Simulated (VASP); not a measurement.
# SnO in VASP: further runs

Runs on SnO. Level: PBEsol. Tasks: single point.

Program: VASP 6.6.1. These are calculated values, not measurements. Logs are shortened: lines on timing, memory, paths and dates and some standing lists are left out, and cuts for length are marked.

## 1. The cell of the first run

Symmetry: P4/nmm, No. 129, tetragonal system. Conventional cell: a = 3.888 Å, b = 3.888 Å, c = 4.983 Å, α = 90.00°, β = 90.00°, γ = 90.00°. Sn (site symmetry 4mm) has 4 O at 2.27 Å within 3.0 Å. Within 3.0 Å of O (site symmetry -4m2) lie 4 Sn at 2.27 Å and 4 O at 2.75 Å.

## 2. Single point, PBEsol (volume scaled by 1.06)

Contents of INCAR:

```
PREC = Accurate
ENCUT = 520
EDIFF = 1E-6
ISMEAR = -1
SIGMA = 0.05
LREAL = F
LASPH = T
NELM = 100
ALGO = Normal
ISIF = 2
LWAVE = F
LCHARG = F
GGA = PS
NBANDS = 28
```

Contents of KPOINTS:

```
Automatic mesh
0
Gamma
  7 7 6
```

Contents of POSCAR:

```
SnO
1.0
    3.8884925471      0.0000000000      0.0000000000
    0.0000000000      3.8884925471      0.0000000000
    0.0000000000      0.0000000000      4.9827594627
Sn O
2 2
Direct
    0.5000000000      0.0000000000      0.7646261400
    0.0000000000      0.5000000000      0.2353738600
    0.0000000000      0.0000000000      0.0000000000
    0.5000000000      0.5000000000      0.0000000000
```

Potentials or basis: VASP PAW PBE potentials, release 64 (Sn_d, O).

Started as:

```sh
$ cat potpaw_PBE.64/Sn_d/POTCAR potpaw_PBE.64/O/POTCAR > POTCAR
$ mpirun -np 1 vasp_std > vasp.out
```

OUTCAR:

```text
PREC = Accurate
   ENCUT = 520
   EDIFF = 1E-6
   ISMEAR = -1
   LREAL = F
   LASPH = T
   NELM = 100
   ISIF = 2
   GGA = PS

 ion  position               nearest neighbor table
   1  0.500  0.000  0.765-   3 2.27   4 2.27   4 2.27   3 2.27   2 3.61   2 3.61   2 3.61   2 3.61

   2  0.000  0.500  0.235-   3 2.27   4 2.27   3 2.27   4 2.27   1 3.61   1 3.61   1 3.61   1 3.61

   3  0.000  0.000  0.000-   1 2.27   2 2.27   2 2.27   1 2.27
   4  0.500  0.500  0.000-   1 2.27   2 2.27   1 2.27   2 2.27

  LATTYP: Found a simple tetragonal cell.
 ALAT       =     3.8884925471
 C/A-ratio  =     1.2814116016

  Lattice vectors:

 A1 = (   3.8884925471,   0.0000000000,   0.0000000000)
 A2 = (   0.0000000000,   3.8884925471,   0.0000000000)
 A3 = (   0.0000000000,   0.0000000000,   4.9827594627)

Analysis of symmetry for initial positions (statically):
=====================================================================
 Subroutine PRICEL returns:
 Original cell was already a primitive cell.

 Routine SETGRP: Setting up the symmetry group for a
 simple tetragonal supercell.

 Subroutine GETGRP returns: Found 16 space group operations
 (whereof  8 operations were pure point group operations)
 out of a pool of 16 trial point group operations.

The static configuration has the point symmetry D_2d.
 The point group associated with its full space group is D_4h.

Analysis of symmetry for dynamics (positions and initial velocities):
=====================================================================
 Subroutine PRICEL returns:
 Original cell was already a primitive cell.

 Routine SETGRP: Setting up the symmetry group for a
 simple tetragonal supercell.

 Subroutine GETGRP returns: Found 16 space group operations
 (whereof  8 operations were pure point group operations)
 out of a pool of 16 trial point group operations.

The dynamic configuration has the point symmetry D_2d.
 The point group associated with its full space group is D_4h.

 Subroutine INISYM returns: Found 16 space group operations
 (whereof  8 operations are pure point group operations),
 and found     1 'primitive' translations

----------------------------------------------------------------------------------------

                                     Primitive cell

  volume of cell :      75.3412

  direct lattice vectors                    reciprocal lattice vectors
     3.888492547  0.000000000  0.000000000     0.257169067  0.000000000  0.000000000
[... 85 lines left out ...]
   LNONCOLLINEAR =      F non collinear calculations
   LSORBIT =      F    spin-orbit coupling
   LASPH  =      T    aspherical Exc in radial PAW
   ENCUT  =  520.0 eV  38.22 Ry    6.18 a.u.   7.23  7.23  9.26*2*pi/ulx,y,z
   NELM   =    100;   NELMIN=  2; NELMDL= -5     # of ELM steps
   EDIFF  = 0.1E-05   stopping-criterion for ELM
   LREAL  =      F    real-space projection
   EDIFFG = 0.1E-04   stopping-criterion for IOM
   NSW    =      0    number of steps for IOM
   IBRION =     -1    ionic relax: 0-MD 1-quasi-New 2-CG
   NFREE  =      0    steps in history (QN), initial steepest desc. (CG)
   ISIF   =      2    stress and relaxation
   ISYM   =      2    0-nonsym 1-usesym 2-fastsym
   POTIM  = 0.5000    time-step for ionic-motion
   TEBEG  =    0.0;   TEEND  =   0.0 temperature during run
   PSTRESS=    0.0 pullay stress
   NELECT =      40.0000    total number of electrons
   NUPDOWN=      -1.0000    fix difference up-down
   EMIN   =  10.00;   EMAX   =-10.00  energy-range for DOS
   EFERMI =   0.00;   METHOD = LEGACY
   ISMEAR =    -1;   SIGMA  =   0.05  broadening in eV -4-tet -1-fermi 0-gaus
   EFERMI_NEDOS =   21; number of points for ismear=-14 and -15
   IALGO  =     38    algorithm
   IMIX   =      4    mixing-type and parameters
     AMIX     =   0.40;   BMIX     =  1.00
     AMIX_MAG =   1.60;   BMIX_MAG =  1.00
  volume/ion in A,a.u.               =      18.84       127.11
  Fermi-wavevector in a.u.,A,eV,Ry     =   1.325615  2.505049 23.908900  1.757255
  Thomas-Fermi vector in A             =   2.455063
   LORBIT       =      0    0 simple, 1 ext, 2 COOP (PROOUT), +10 PAW based schemes
   GGA     = PS    functional components
   LHFCALC =     F    Hartree Fock is set to
   AEXX    =    0.0000 exact exchange contribution
   IVDW    =     0    specifies the selected vdW correction
   LEPSILON=     F    determine dielectric tensor
   LRPA    =     F    only Hartree local field effects (RPA)
 non-spin polarized calculation
  energy-cutoff  :      520.00
  volume of cell :       75.34
 maximum number of plane-waves:      2040
 NGX is ok and might be reduce to    30
   NGX = 15   NGY = 15   NGZ = 19

 number of electron      39.9999989 magnetization

 Free energy of the ion-electron system (eV)
  ---------------------------------------------------
  ext. energy  EPLUGINS =         0.00000000
  ---------------------------------------------------
  free energy    TOTEN  =       -24.13596229 eV

  energy without entropy =      -24.13588395  energy(sigma->0) =      -24.13592312

 E-fermi :   6.2531     XC(G=0): -10.1115

 val. band max:        5.9722311929   @ k =   0.0000   0.0000   0.0000
 cond. band min:       6.5272231116   @ k =   0.4286   0.4286   0.0000
 fundamental gap:      0.5549919187
 Fermi energy:         6.2531353213

 k-point     1 :       0.0000    0.0000    0.0000
  band No.  band energies     occupation
      1     -15.5814      2.00000
      2     -15.2471      2.00000
      3     -15.2469      2.00000
      4     -15.2469      2.00000
      5     -15.2167      2.00000
      6     -15.2049      2.00000
[... 733 lines left out ...]
     27      14.6950      0.00000
     28      15.5302      0.00000

 [... further k-points ...]
[... 5 lines left out ...]
  --------------------------------------------------------------------------------------
  -------------------------------------------------------------------------------------
  Total       -2.5662141     -2.5662141     -2.0747417      0.0000000      0.0000000      0.0000000
  in kB      -54.5721418    -54.5721418    -44.1206762      0.0000000      0.0000000      0.0000000
  external PRESSURE =     -51.0883199 kB  Pullay stress =       0.0000000 kB

 VOLUME and BASIS-vectors are now :
 -----------------------------------------------------------------------------
  energy-cutoff  :      520.00
  volume of cell :       75.34
      direct lattice vectors                 reciprocal lattice vectors
     3.888492547  0.000000000  0.000000000     0.257169067  0.000000000  0.000000000
     0.000000000  3.888492547  0.000000000     0.000000000  0.257169067  0.000000000
     0.000000000  0.000000000  4.982759463     0.000000000  0.000000000  0.200692008

 POSITION                                       TOTAL-FORCE (eV/Angst)
 -----------------------------------------------------------------------------------
      1.94425      0.00000      3.80995        -0.000000      0.000000      0.590641
      0.00000      1.94425      1.17281         0.000000      0.000000     -0.590641
      0.00000      0.00000      0.00000        -0.000000      0.000000      0.000000
      1.94425      1.94425      0.00000        -0.000000     -0.000000      0.000000
 -----------------------------------------------------------------------------------
    total drift:                                0.000000      0.000000      0.000000

  FREE ENERGIE OF THE ION-ELECTRON SYSTEM (eV)
  ---------------------------------------------------
  free  energy   TOTEN  =       -24.1359622874 eV

  energy  without entropy=      -24.1358839463  energy(sigma->0) =      -24.13592312
```

OSZICAR:

```text
N       E                     dE             d eps       ncg     rms          rms(c)
DAV:   1     0.410248606240E+03    0.41025E+03   -0.19813E+04  2308   0.212E+03
DAV:   2     0.364608491642E+02   -0.37379E+03   -0.35949E+03  2312   0.530E+02
DAV:   3    -0.243866262295E+02   -0.60847E+02   -0.59544E+02  2608   0.179E+02
DAV:   4    -0.274301190465E+02   -0.30435E+01   -0.30266E+01  2496   0.428E+01
DAV:   5    -0.275055127697E+02   -0.75394E-01   -0.75375E-01  2476   0.732E+00    0.108E+01
DAV:   6    -0.242518157669E+02    0.32537E+01   -0.16126E+01  3624   0.447E+01    0.508E+00
DAV:   7    -0.241750115797E+02    0.76804E-01   -0.20805E+00  2632   0.836E+00    0.244E+00
DAV:   8    -0.241458670150E+02    0.29145E-01   -0.32144E-01  2428   0.349E+00    0.757E-01
DAV:   9    -0.241352295320E+02    0.10637E-01   -0.45507E-02  3688   0.200E+00    0.233E-01
DAV:  10    -0.241363842883E+02   -0.11548E-02   -0.73009E-03  3080   0.777E-01    0.149E-01
DAV:  11    -0.241359516121E+02    0.43268E-03   -0.25834E-03  3460   0.429E-01    0.293E-02
DAV:  12    -0.241359626775E+02   -0.11065E-04   -0.25601E-04  2468   0.115E-01    0.229E-02
DAV:  13    -0.241359624821E+02    0.19543E-06   -0.21354E-05  2452   0.309E-02    0.332E-03
DAV:  14    -0.241359622874E+02    0.19474E-06   -0.20615E-06  1736   0.140E-02
   1 F= -.24135962E+02 E0= -.24135923E+02  d E =-.783411E-04
```

stdout:

```text
POSCAR found type information on POSCAR SnO
 POSCAR found :  2 types and       4 ions
 scaLAPACK will be used
 -----------------------------------------------------------------------------
|                                                                             |
|                                                                             |
|     You enforced a specific xc type in the INCAR file but a different       |
|     I HOPE YOU KNOW WHAT YOU ARE DOING!                                     |
|                                                                             |
 -----------------------------------------------------------------------------

 LDA part: xc-table for (Slater+PW92), standard interpolation
 POSCAR, INCAR and KPOINTS ok, starting setup
 FFT: planning ... GRIDC
 FFT: planning ... GRID_SOFT
 FFT: planning ... GRID
 WAVECAR not read
 entering main loop
```

Run time: 31 s. Hardware: 1 thread of Intel Xeon Platinum 8481C at 2.70GHz (Sapphire Rapids), shared host; peak memory 0.22 GiB.

What came out:

```yaml
Free_energy: -24.1360 eV
Pressure: -5.1 GPa
Largest_force: 0.591 eV/Å
Band_gap_on_the_k_mesh: 0.56 eV, indirect (least direct gap 1.92 eV)
```

Forces in eV/Å, atoms in the order of the input:
```
Sn   0.000  0.000  0.591
Sn   0.000  0.000 -0.591
O    0.000  0.000  0.000
O    0.000  0.000  0.000
```

Levels at points of the mesh, in eV from the valence-band top:
```
           k point  band 17  band 18  band 19  band 20  band 21  band 22  band 23  band 24
(0.00, 0.00, 0.00)    -3.02    -2.74    -2.74     0.00     1.92     4.25     4.73     4.73
(0.00, 0.00, 0.50)    -3.09    -2.75    -2.75    -1.85     1.66     3.11     3.11     3.65
```

Caveat: the PAW data sets were made with another functional, which shifts forces and pressure a little; spin-orbit coupling is left out, which moves the levels of the heavy elements. A k mesh can miss the band edges.

## 3. Single point, PBEsol (atoms moved at random)

Contents of INCAR:

```
  PREC = Accurate
  ENCUT = 520
  EDIFF = 1E-6
  ISMEAR = -1
  SIGMA = 0.05
  LREAL = F
  LASPH = T
  NELM = 80
  ALGO = Normal
  ISIF = 2
  LWAVE = F
  LCHARG = T
  GGA = PS
  LELF = T
  LVHAR = T
  NBANDS = 28
```

Contents of KPOINTS:

```
regular mesh
0
Gamma
  7 7 6
```

Contents of POSCAR:

```
SnO
1.0
    3.8136952200      0.0000000000      0.0000000000
    0.0000000000      3.8136952200      0.0000000000
    0.0000000000      0.0000000000      4.8869133000
Sn O
2 2
Direct
    0.5091850000     -0.0043280000      0.7697660000
    0.0031930000      0.5007510000      0.2249020000
    0.0068460000      0.0034470000     -0.0019050000
    0.4935640000      0.4956290000     -0.0016140000
```

Potentials or basis: VASP PAW PBE potentials, release 64 (Sn_d, O).

Started as:

```sh
$ cat potpaw_PBE.64/Sn_d/POTCAR potpaw_PBE.64/O/POTCAR > POTCAR
$ mpirun -np 1 vasp_std > vasp.out
```

OUTCAR:

```text
PREC = Accurate
   ENCUT = 520
   EDIFF = 1E-6
   ISMEAR = -1
   LREAL = F
   LASPH = T
   NELM = 80
   ISIF = 2
   GGA = PS

 ion  position               nearest neighbor table
   1  0.509  0.996  0.770-   3 2.20   4 2.21   4 2.21   3 2.22   2 3.47   2 3.49   2 3.50   2 3.52

   2  0.003  0.501  0.225-   4 2.17   3 2.20   3 2.21   4 2.24   1 3.47   1 3.49   1 3.50   1 3.52

   3  0.007  0.003  0.998-   2 2.20   1 2.20   2 2.21   1 2.22
   4  0.494  0.496  0.998-   2 2.17   1 2.21   1 2.21   2 2.24

  LATTYP: Found a simple tetragonal cell.
 ALAT       =     3.8136952200
 C/A-ratio  =     1.2814116016

  Lattice vectors:

 A1 = (   3.8136952200,   0.0000000000,   0.0000000000)
 A2 = (   0.0000000000,   3.8136952200,   0.0000000000)
 A3 = (   0.0000000000,   0.0000000000,   4.8869133000)

Analysis of symmetry for initial positions (statically):
=====================================================================
 Subroutine PRICEL returns:
 Original cell was already a primitive cell.

 Routine SETGRP: Setting up the symmetry group for a
 simple tetragonal supercell.

 Subroutine GETGRP returns: Found  1 space group operations
 (whereof  1 operations were pure point group operations)
 out of a pool of 16 trial point group operations.

The static configuration has the point symmetry C_1 .

Analysis of symmetry for dynamics (positions and initial velocities):
=====================================================================
 Subroutine PRICEL returns:
 Original cell was already a primitive cell.

 Routine SETGRP: Setting up the symmetry group for a
 simple tetragonal supercell.

 Subroutine GETGRP returns: Found  1 space group operations
 (whereof  1 operations were pure point group operations)
[... 119 lines left out ...]
   EMIN   =  10.00;   EMAX   =-10.00  energy-range for DOS
   EFERMI =   0.00;   METHOD = LEGACY
   ISMEAR =    -1;   SIGMA  =   0.05  broadening in eV -4-tet -1-fermi 0-gaus
   EFERMI_NEDOS =   21; number of points for ismear=-14 and -15
   IALGO  =     38    algorithm
   IMIX   =      4    mixing-type and parameters
     AMIX     =   0.40;   BMIX     =  1.00
     AMIX_MAG =   1.60;   BMIX_MAG =  1.00
  volume/ion in A,a.u.               =      17.77       119.91
  Fermi-wavevector in a.u.,A,eV,Ry     =   1.351614  2.554180 24.855939  1.826860
  Thomas-Fermi vector in A             =   2.479021
   LORBIT       =      0    0 simple, 1 ext, 2 COOP (PROOUT), +10 PAW based schemes
   GGA     = PS    functional components
   LHFCALC =     F    Hartree Fock is set to
   AEXX    =    0.0000 exact exchange contribution
   IVDW    =     0    specifies the selected vdW correction
   LEPSILON=     F    determine dielectric tensor
   LRPA    =     F    only Hartree local field effects (RPA)
 non-spin polarized calculation
  energy-cutoff  :      520.00
  volume of cell :       71.08
 maximum number of plane-waves:      1930
   NGX = 15   NGY = 15   NGZ = 19

 number of electron      39.9999994 magnetization

 Free energy of the ion-electron system (eV)
  ---------------------------------------------------
  ext. energy  EPLUGINS =         0.00000000
  ---------------------------------------------------
  free energy    TOTEN  =       -24.15483937 eV

  energy without entropy =      -24.15476903  energy(sigma->0) =      -24.15480420

 E-fermi :   7.1276     XC(G=0): -10.3776

 val. band max:        6.8176855442   @ k =   0.1429   0.0000   0.0000
 cond. band min:       7.4058751931   @ k =   0.4286   0.4286   0.0000
 fundamental gap:      0.5881896488
 Fermi energy:         7.1275795102

 k-point     1 :       0.0000    0.0000    0.0000
  band No.  band energies     occupation
      1     -15.1049      2.00000
      2     -14.5933      2.00000
      3     -14.5894      2.00000
      4     -14.5770      2.00000
      5     -14.5310      2.00000
      6     -14.5300      2.00000
[... 733 lines left out ...]
     27      14.2347      0.00000
     28      14.4482      0.00000

 [... further k-points ...]

------------------------ aborting loop because EDIFF is reached ----------------------------------------

  FORCE on cell =-STRESS in cart. coord.  units (eV):
  Direction    XX          YY          ZZ          XY          YZ          ZX
  --------------------------------------------------------------------------------------
  -------------------------------------------------------------------------------------
  Total        0.9057794      0.8539321      1.2204326      0.0156309     -0.0019897     -0.0670529
  in kB       20.4176822     19.2489615     27.5104564      0.3523459     -0.0448518     -1.5114780
  external PRESSURE =      22.3923667 kB  Pullay stress =       0.0000000 kB

 VOLUME and BASIS-vectors are now :
 -----------------------------------------------------------------------------
  energy-cutoff  :      520.00
  volume of cell :       71.08
      direct lattice vectors                 reciprocal lattice vectors
     3.813695220  0.000000000  0.000000000     0.262212878  0.000000000  0.000000000
     0.000000000  3.813695220  0.000000000     0.000000000  0.262212878  0.000000000
     0.000000000  0.000000000  4.886913300     0.000000000  0.000000000  0.204628144

 POSITION                                       TOTAL-FORCE (eV/Angst)
 -----------------------------------------------------------------------------------
      1.94188      3.79719      3.76178        -0.110395      0.049080     -0.848579
      0.01218      1.90971      1.09908        -0.089905     -0.004345      0.934152
      0.02611      0.01315      4.87760        -0.187684     -0.182892     -0.027923
      1.88230      1.89018      4.87903         0.387985      0.138157     -0.057650
 -----------------------------------------------------------------------------------
    total drift:                                0.000351     -0.000055     -0.000021

  FREE ENERGIE OF THE ION-ELECTRON SYSTEM (eV)
  ---------------------------------------------------
  free  energy   TOTEN  =       -24.1548393725 eV

  energy  without entropy=      -24.1547690317  energy(sigma->0) =      -24.15480420
```

stdout:

```text
POSCAR found type information on POSCAR SnO
 POSCAR found :  2 types and       4 ions
 scaLAPACK will be used
 -----------------------------------------------------------------------------
|                                                                             |
|                                                                             |
|     You enforced a specific xc type in the INCAR file but a different       |
|     I HOPE YOU KNOW WHAT YOU ARE DOING!                                     |
|                                                                             |
 -----------------------------------------------------------------------------

 LDA part: xc-table for (Slater+PW92), standard interpolation
 POSCAR, INCAR and KPOINTS ok, starting setup
 FFT: planning ... GRIDC
 FFT: planning ... GRID_SOFT
 FFT: planning ... GRID
 WAVECAR not read
 entering main loop
```

It took 90 s on 1 thread of Intel Xeon Platinum 8481C at 2.70GHz (Sapphire Rapids), shared host; peak memory 0.34 GiB.

Results:

```yaml
Free_energy: -24.1548 eV
Pressure: 2.2 GPa
Largest_force: 0.938 eV/Å
Band_gap_on_the_k_mesh: 0.59 eV, indirect (least direct gap 1.85 eV)
```

Forces on the atoms (eV/Å):
```
Sn  -0.110  0.049 -0.849
Sn  -0.090 -0.004  0.934
O   -0.188 -0.183 -0.028
O    0.388  0.138 -0.058
```

Stress tensor (GPa, compression positive):
```
 2.04  0.04 -0.15
 0.04  1.92  0.00
-0.15  0.00  2.75
```

Caveat: the cell differs from its parent crystal (atoms moved at random); the PAW data sets were made with another functional, which shifts forces and pressure a little; spin-orbit coupling is left out, which moves the levels of the heavy elements. A k mesh can miss the band edges.
